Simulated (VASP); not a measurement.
# NaF (Pm-3m) in VASP: further runs

Runs on NaF. Level: PBE. Tasks: single point.

Program: VASP 6.6.1. These are calculated values, not measurements. Logs are shortened: lines on timing, memory, paths and dates and some standing lists are left out, and cuts for length are marked.

## 1. The cell of the first run

It takes space group Pm-3m (No. 221, cubic). The conventional cell has a = 2.806 Å, b = 2.806 Å, c = 2.806 Å, α = 90.00°, β = 90.00°, γ = 90.00°. Within 3.2 Å of Na (site symmetry m-3m) lie 8 F at 2.43 Å and 6 Na at 2.81 Å. F (site symmetry m-3m) has 8 Na at 2.43 Å and 6 F at 2.81 Å within 3.2 Å.

## 2. Single point, PBE (volume changed by -6%)

File INCAR:

```
SYSTEM = NaF
ALGO = Normal
EDIFF = 1E-6
ENCUT = 520
GGA = PE
ISIF = 2
ISMEAR = 0
LASPH = .TRUE.
LCHARG = .TRUE.
LELF = .TRUE.
LREAL = .FALSE.
LVHAR = .TRUE.
LWAVE = .FALSE.
NBANDS = 14
NELM = 60
PREC = Accurate
SIGMA = 0.01
```

File KPOINTS:

```
k-points
0
G
  8 8 8
  0 0 0
```

File POSCAR:

```
NaF
1.0
    2.8063225776      0.0000000000      0.0000000000
    0.0000000000      2.8063225776      0.0000000000
    0.0000000000      0.0000000000      2.8063225776
Na F
1 1
Direct
    0.0000000000      0.0000000000      0.0000000000
    0.5000000000      0.5000000000      0.5000000000
```

Potentials or basis: VASP PAW PBE potentials, release 64 (Na_pv, F).

Started as:

```console
cat potpaw_PBE.64/Na_pv/POTCAR potpaw_PBE.64/F/POTCAR > POTCAR
mpirun -np 1 vasp_std > vasp.out
```

OUTCAR:

```text
SYSTEM = NaF
   EDIFF = 1E-6
   ENCUT = 520
   GGA = PE
   ISIF = 2
   ISMEAR = 0
   LASPH = .TRUE.
   LREAL = .FALSE.
   NELM = 60
   PREC = Accurate

 ion  position               nearest neighbor table
   1  0.000  0.000  0.000-
   2  0.500  0.500  0.500-

  LATTYP: Found a simple cubic cell.
 ALAT       =     2.8063225776

  Lattice vectors:

 A1 = (   2.8063225776,   0.0000000000,   0.0000000000)
 A2 = (   0.0000000000,   2.8063225776,   0.0000000000)
 A3 = (   0.0000000000,   0.0000000000,   2.8063225776)

Analysis of symmetry for initial positions (statically):
=====================================================================
 Subroutine PRICEL returns:
 Original cell was already a primitive cell.

 Routine SETGRP: Setting up the symmetry group for a
 simple cubic supercell.

 Subroutine GETGRP returns: Found 48 space group operations
 (whereof 48 operations were pure point group operations)
 out of a pool of 48 trial point group operations.

The static configuration has the point symmetry O_h .

Analysis of symmetry for dynamics (positions and initial velocities):
=====================================================================
 Subroutine PRICEL returns:
 Original cell was already a primitive cell.

 Routine SETGRP: Setting up the symmetry group for a
 simple cubic supercell.

 Subroutine GETGRP returns: Found 48 space group operations
 (whereof 48 operations were pure point group operations)
 out of a pool of 48 trial point group operations.

The dynamic configuration has the point symmetry O_h .

 Subroutine INISYM returns: Found 48 space group operations
 (whereof 48 operations are pure point group operations),
 and found     1 'primitive' translations

----------------------------------------------------------------------------------------

                                     Primitive cell

  volume of cell :      22.1010

  direct lattice vectors                    reciprocal lattice vectors
     2.806322578  0.000000000  0.000000000     0.356338223  0.000000000  0.000000000
     0.000000000  2.806322578  0.000000000     0.000000000  0.356338223  0.000000000
     0.000000000  0.000000000  2.806322578     0.000000000  0.000000000  0.356338223

  length of vectors
     2.806322578  2.806322578  2.806322578     0.356338223  0.356338223  0.356338223

  position of ions in fractional coordinates (direct lattice)
     0.000000000  0.000000000  0.000000000
     0.500000000  0.500000000  0.500000000

  ion indices of the primitive-cell ions
   primitive index   ion index
                 1           1
                 2           2

----------------------------------------------------------------------------------------

 KPOINTS: k-points

Automatic generation of k-mesh.
 Grid dimensions read from file:
 generate k-points for:    8    8    8

 Generating k-lattice:

  Cartesian coordinates                     Fractional coordinates (reciprocal lattice)
     0.044542278  0.000000000  0.000000000     0.125000000  0.000000000  0.000000000
     0.000000000  0.044542278  0.000000000     0.000000000  0.125000000  0.000000000
     0.000000000  0.000000000  0.044542278     0.000000000  0.000000000  0.125000000

  Length of vectors
     0.044542278  0.044542278  0.044542278

  Shift w.r.t. Gamma in fractional coordinates (k-lattice)
     0.000000000  0.000000000  0.000000000

 Subroutine IBZKPT returns following result:
 ===========================================

 Found     35 irreducible k-points:

 Following reciprocal coordinates:
            Coordinates               Weight
  0.000000  0.000000  0.000000      1.000000
  0.125000  0.000000  0.000000      6.000000
  0.250000  0.000000  0.000000      6.000000
  0.375000  0.000000  0.000000      6.000000
  0.500000  0.000000  0.000000      3.000000
  0.125000  0.125000  0.000000     12.000000
[... 16 lines left out ...]
  0.375000  0.375000  0.125000     24.000000
  0.500000  0.375000  0.125000     24.000000
 [... further k-points ...]
   k-points           NKPTS =     35   k-points in BZ     NKDIM =     35   number of bands    NBANDS=     14
   number of dos      NEDOS =    301   number of ions     NIONS =      2
   total plane-waves  NPLWV =  13824
   dimension x,y,z NGX =    24 NGY =   24 NGZ =   24
   dimension x,y,z NGXF=    48 NGYF=   48 NGZF=   48
   ions per type =               1   1
   NGX,Y,Z   is equivalent  to a cutoff of  14.22, 14.22, 14.22 a.u.
   NGXF,Y,Z  is equivalent  to a cutoff of  28.44, 28.44, 28.44 a.u.
 SYSTEM =  NaF
   PREC   = accura    normal or accurate (medium, high low for compatibility)
   ISTART =      0    job   : 0-new  1-cont  2-samecut
   ICHARG =      2    charge: 1-file 2-atom 10-const
   ISPIN  =      1    spin polarized calculation?
   LNONCOLLINEAR =      F non collinear calculations
   LSORBIT =      F    spin-orbit coupling
   LASPH  =      T    aspherical Exc in radial PAW
   ENCUT  =  520.0 eV  38.22 Ry    6.18 a.u.   5.22  5.22  5.22*2*pi/ulx,y,z
   NELM   =     60;   NELMIN=  2; NELMDL= -5     # of ELM steps
   EDIFF  = 0.1E-05   stopping-criterion for ELM
   LREAL  =      F    real-space projection
   EDIFFG = 0.1E-04   stopping-criterion for IOM
   NSW    =      0    number of steps for IOM
   IBRION =     -1    ionic relax: 0-MD 1-quasi-New 2-CG
   NFREE  =      0    steps in history (QN), initial steepest desc. (CG)
   ISIF   =      2    stress and relaxation
   ISYM   =      2    0-nonsym 1-usesym 2-fastsym
   POTIM  = 0.5000    time-step for ionic-motion
   TEBEG  =    0.0;   TEEND  =   0.0 temperature during run
   PSTRESS=    0.0 pullay stress
   NELECT =      14.0000    total number of electrons
   NUPDOWN=      -1.0000    fix difference up-down
   EMIN   =  10.00;   EMAX   =-10.00  energy-range for DOS
   EFERMI =   0.00;   METHOD = LEGACY
   ISMEAR =     0;   SIGMA  =   0.01  broadening in eV -4-tet -1-fermi 0-gaus
   EFERMI_NEDOS =   21; number of points for ismear=-14 and -15
   IALGO  =     38    algorithm
   IMIX   =      4    mixing-type and parameters
     AMIX     =   0.40;   BMIX     =  1.00
     AMIX_MAG =   1.60;   BMIX_MAG =  1.00
  volume/ion in A,a.u.               =      11.05        74.57
  Fermi-wavevector in a.u.,A,eV,Ry     =   1.405983  2.656922 26.895818  1.976787
  Thomas-Fermi vector in A             =   2.528389
   LORBIT       =      0    0 simple, 1 ext, 2 COOP (PROOUT), +10 PAW based schemes
   GGA     = PE    functional components
   LHFCALC =     F    Hartree Fock is set to
   AEXX    =    0.0000 exact exchange contribution
   IVDW    =     0    specifies the selected vdW correction
   LEPSILON=     F    determine dielectric tensor
   LRPA    =     F    only Hartree local field effects (RPA)
 non-spin polarized calculation
 Gauss-broadening in eV      SIGMA  =   0.01
  energy-cutoff  :      520.00
  volume of cell :       22.10
 maximum number of plane-waves:       624
 NGX is ok and might be reduce to    24
   NGX = 11   NGY = 11   NGZ = 11

 number of electron      14.0000009 magnetization

 Free energy of the ion-electron system (eV)
  ---------------------------------------------------
  ext. energy  EPLUGINS =         0.00000000
  ---------------------------------------------------
  free energy    TOTEN  =        -8.23793028 eV

  energy without entropy =       -8.23793028  energy(sigma->0) =       -8.23793028

 E-fermi :  -0.6261     XC(G=0):  -9.8594

 val. band max:       -0.6916766305   @ k =   0.5000   0.5000   0.0000
 cond. band min:       5.3302335359   @ k =   0.0000   0.0000   0.0000
 fundamental gap:      6.0219101664
 Fermi energy:        -0.6260628761

 k-point     1 :       0.0000    0.0000    0.0000
  band No.  band energies     occupation
      1     -20.7575      2.00000
      2     -20.7575      2.00000
      3     -20.7575      2.00000
      4     -20.5490      2.00000
      5      -1.0247      2.00000
      6      -1.0247      2.00000
      7      -1.0247      2.00000
      8       5.3302      0.00000
      9      15.0207      0.00000
     10      15.0207      0.00000
     11      23.1079      0.00000
     12      23.1079      0.00000
     13      23.1079      0.00000
     14      30.4008      0.00000

 k-point     2 :       0.1250    0.0000    0.0000
  band No.  band energies     occupation
      1     -20.9786      2.00000
      2     -20.7532      2.00000
      3     -20.7532      2.00000
      4     -20.3162      2.00000
      5      -1.4430      2.00000
      6      -1.0065      2.00000
      7      -1.0065      2.00000
      8       5.8517      0.00000
      9      14.7693      0.00000
     10      15.3149      0.00000
     11      23.0592      0.00000
     12      23.0592      0.00000
     13      23.5688      0.00000
     14      28.9384      0.00000

 k-point     3 :       0.2500    0.0000    0.0000
  band No.  band energies     occupation
      1     -21.2343      2.00000
      2     -20.7429      2.00000
      3     -20.7429      2.00000
      4     -20.0310      2.00000
      5      -2.3018      2.00000
      6      -0.9622      2.00000
      7      -0.9622      2.00000
      8       7.1094      0.00000
      9      13.8789      0.00000
     10      16.1946      0.00000
     11      22.9322      0.00000
     12      22.9322      0.00000
     13      25.1714      0.00000
     14      25.7553      0.00000

 k-point     4 :       0.3750    0.0000    0.0000
  band No.  band energies     occupation
      1     -21.4125      2.00000
      2     -20.7325      2.00000
      3     -20.7325      2.00000
      4     -19.8194      2.00000
      5      -3.0314      2.00000
      6      -0.9173      2.00000
      7      -0.9173      2.00000
      8       8.7075      0.00000
      9      12.4133      0.00000
     10      17.6409      0.00000
     11      22.5426      0.00000
     12      22.7881      0.00000
     13      22.7881      0.00000
     14      25.7380      0.00000

 k-point     5 :       0.5000    0.0000    0.0000
  band No.  band energies     occupation
      1     -21.4764      2.00000
      2     -20.7282      2.00000
      3     -20.7282      2.00000
      4     -19.7397      2.00000
      5      -3.3085      2.00000
      6      -0.8985      2.00000
      7      -0.8985      2.00000
      8      10.0719      0.00000
      9      11.0646      0.00000
     10      19.1794      0.00000
     11      20.4144      0.00000
[... 276 lines left out ...]
 k-point    22 :       0.5000    0.2500    0.1250
  band No.  band energies     occupation
      1     -21.2225      2.00000
      2     -20.8554      2.00000
      3     -20.7531      2.00000
      4     -19.8590      2.00000
      5      -2.8706      2.00000
      6      -1.7518      2.00000
      7      -1.0658      2.00000
      8      11.3521      0.00000
      9      11.8746      0.00000
     10      15.8772      0.00000
     11      18.5573      0.00000
     12      21.4314      0.00000
     13      21.9251      0.00000
     14      27.9255      0.00000

 k-point    23 :       0.3750    0.3750    0.1250
  band No.  band energies     occupation
      1     -21.0787      2.00000
      2     -20.9490      2.00000
      3     -20.7486      2.00000
      4     -19.9205      2.00000
      5      -2.4755      2.00000
      6      -2.3218      2.00000
      7      -1.0215      2.00000
      8      10.9554      0.00000
      9      13.6702      0.00000
     10      14.4541      0.00000
     11      17.6559      0.00000
     12      21.1481      0.00000
     13      22.1526      0.00000
     14      28.2224      0.00000

 k-point    24 :       0.5000    0.3750    0.1250
  band No.  band energies     occupation
      1     -21.0600      2.00000
      2     -20.9457      2.00000
      3     -20.7436      2.00000
      4     -19.9455      2.00000
      5      -2.6229      2.00000
      6      -2.3020      2.00000
      7      -0.9891      2.00000
      8      11.4691      0.00000
      9      13.2030      0.00000
     10      14.7594      0.00000
     11      16.7399      0.00000
     12      21.5942      0.00000
     13      21.7572      0.00000
     14      28.2656      0.00000

 [... further k-points ...]
[... 5 lines left out ...]
  --------------------------------------------------------------------------------------
  -------------------------------------------------------------------------------------
  Total        0.4553248      0.4553248      0.4553248      0.0000000      0.0000000      0.0000000
  in kB       33.0079901     33.0079901     33.0079901      0.0000000      0.0000000      0.0000000
  external PRESSURE =      33.0079901 kB  Pullay stress =       0.0000000 kB

 VOLUME and BASIS-vectors are now :
 -----------------------------------------------------------------------------
  energy-cutoff  :      520.00
  volume of cell :       22.10
      direct lattice vectors                 reciprocal lattice vectors
     2.806322578  0.000000000  0.000000000     0.356338223  0.000000000  0.000000000
     0.000000000  2.806322578  0.000000000     0.000000000  0.356338223  0.000000000
     0.000000000  0.000000000  2.806322578     0.000000000  0.000000000  0.356338223

 POSITION                                       TOTAL-FORCE (eV/Angst)
 -----------------------------------------------------------------------------------
      0.00000      0.00000      0.00000         0.000000      0.000000      0.000000
      1.40316      1.40316      1.40316         0.000000      0.000000      0.000000
 -----------------------------------------------------------------------------------
    total drift:                                0.000000      0.000000     -0.000000

  FREE ENERGIE OF THE ION-ELECTRON SYSTEM (eV)
  ---------------------------------------------------
  free  energy   TOTEN  =        -8.2379302798 eV

  energy  without entropy=       -8.2379302798  energy(sigma->0) =       -8.23793028
```

Run time: 4.8 s. Hardware: 1 thread of Intel Xeon Platinum 8488C (Sapphire Rapids), shared host; peak memory 0.13 GiB.

Results:

```
Free energy            : -8.2379 eV
Pressure               : 3.3 GPa
Band gap on the k mesh : 6.02 eV, indirect (least direct gap 6.35 eV)
```

Caveat: the cell differs from its parent crystal (volume changed by -6%). A k mesh can miss the band edges.

## 3. Single point, PBE (volume changed by -3%)

File INCAR:

```
SYSTEM = NaF
PREC     = Accurate       ! precision mode
ENCUT    = 520            ! plane-wave cutoff, eV
EDIFF    = 1E-6           ! SCF threshold, eV
ISMEAR   = 0              ! smearing method
SIGMA    = 0.01           ! smearing width, eV
LREAL    = .FALSE.        ! projectors in reciprocal space
LASPH    = .TRUE.         ! aspherical terms in the spheres
NELM     = 100            ! most SCF steps
ALGO     = Normal         ! electronic algorithm
ISIF     = 2              ! what is computed and relaxed
LWAVE    = .FALSE.        ! write WAVECAR
LCHARG   = .FALSE.        ! write CHGCAR
GGA      = PE             ! functional
NBANDS   = 14             ! bands
```

File KPOINTS:

```
Automatic mesh
0
G
  8 8 8
  0 0 0
```

File POSCAR:

```
NaF
1.0
    2.8358649862      0.0000000000      0.0000000000
    0.0000000000      2.8358649862      0.0000000000
    0.0000000000      0.0000000000      2.8358649862
Na F
1 1
Direct
    0.0000000000      0.0000000000      0.0000000000
    0.5000000000      0.5000000000      0.5000000000
```

Potentials or basis: VASP PAW PBE potentials, release 64 (Na_pv, F).

Started as:

```console
cat potpaw_PBE.64/Na_pv/POTCAR potpaw_PBE.64/F/POTCAR > POTCAR
mpirun -np 1 vasp_std > vasp.out
```

Wall time 4.5 s (1 thread of Intel Xeon Platinum 8488C (Sapphire Rapids), shared host); peak memory 0.13 GiB.

It converged, with:

* Free energy: -8.2495 eV
* Pressure: 1.4 GPa
* Band gap on the k mesh: 5.82 eV, indirect (least direct gap 6.15 eV)

Levels at points of the mesh, in eV from the valence-band top:
| k point | band 3 | band 4 | band 5 | band 6 | band 7 | band 8 | band 9 | band 10 | band 11 | band 12 |
| --- | --- | --- | --- | --- | --- | --- | --- | --- | --- | --- |
| (0.00, 0.00, 0.00) | -20.13 | -19.77 | -0.32 | -0.32 | -0.32 | 5.82 | 15.57 | 15.57 | 23.31 | 23.31 |
| (0.50, 0.00, 0.00) | -20.10 | -19.07 | -2.51 | -0.20 | -0.20 | 10.52 | 11.46 | 19.62 | 20.87 | 23.01 |
| (0.50, 0.50, 0.00) | -20.08 | -19.29 | -1.79 | -1.79 | 0.00 | 11.70 | 14.82 | 14.82 | 15.29 | 23.33 |
| (0.50, 0.50, 0.50) | -20.30 | -19.07 | -1.55 | -1.55 | -1.55 | 14.10 | 14.10 | 14.10 | 18.95 | 18.95 |

Caveat: the cell differs from its parent crystal (volume changed by -3%). A k mesh can miss the band edges.

## 4. Single point, PBE

This run uses another cell than the first one, of 11.76 Å³/atom, 1.064 times its volume.

File INCAR:

```
ALGO = Normal ; EDIFF = 1E-6
ENCUT = 520 ; GGA = PE
ISIF = 2 ; ISMEAR = 0
LASPH = True ; LCHARG = True
LELF = True ; LREAL = False
LVHAR = True ; LWAVE = False
NBANDS = 14 ; NELM = 80
PREC = Accurate ; SIGMA = 0.01
```

File KPOINTS:

```
k-points
0
Gamma
  8 8 8
```

File POSCAR:

```
NaF
1.0
    2.8648043828      0.0000000000      0.0000000000
    0.0000000000      2.8648043828      0.0000000000
    0.0000000000      0.0000000000      2.8648043828
Na F
1 1
Direct
    0.0000000000      0.0000000000      0.0000000000
    0.5000000000      0.5000000000      0.5000000000
```

Started as:

```console
cat potpaw_PBE.64/Na_pv/POTCAR potpaw_PBE.64/F/POTCAR > POTCAR
mpirun -np 1 vasp_std > vasp.out
```

It took 4.8 s on 1 thread of Intel Xeon Platinum 8488C (Sapphire Rapids), shared host; peak memory 0.13 GiB.

The run converged. Its results:

| Property | Result |
| --- | --- |
| Free energy | -8.2535 eV |
| Pressure | -0.2 GPa |
| Band gap on the k mesh | 5.64 eV, indirect (least direct gap 5.95 eV) |

Levels at points of the mesh, in eV from the valence-band top:
```csv
k point,band 5,band 6,band 7,band 8,band 9,band 10
"(0.00, 0.00, 0.00)",-0.31,-0.31,-0.31,5.64,15.42,15.42
"(0.50, 0.00, 0.00)",-2.42,-0.19,-0.19,10.29,11.18,19.38
"(0.50, 0.50, 0.00)",-1.72,-1.72,0.00,11.51,14.51,14.51
"(0.50, 0.50, 0.50)",-1.48,-1.48,-1.48,13.87,13.87,13.87
```

A k mesh can miss the band edges. A hybrid or GW would open this gap; PBE tends to underestimate it.

(Part 1 of 2 ends here.)
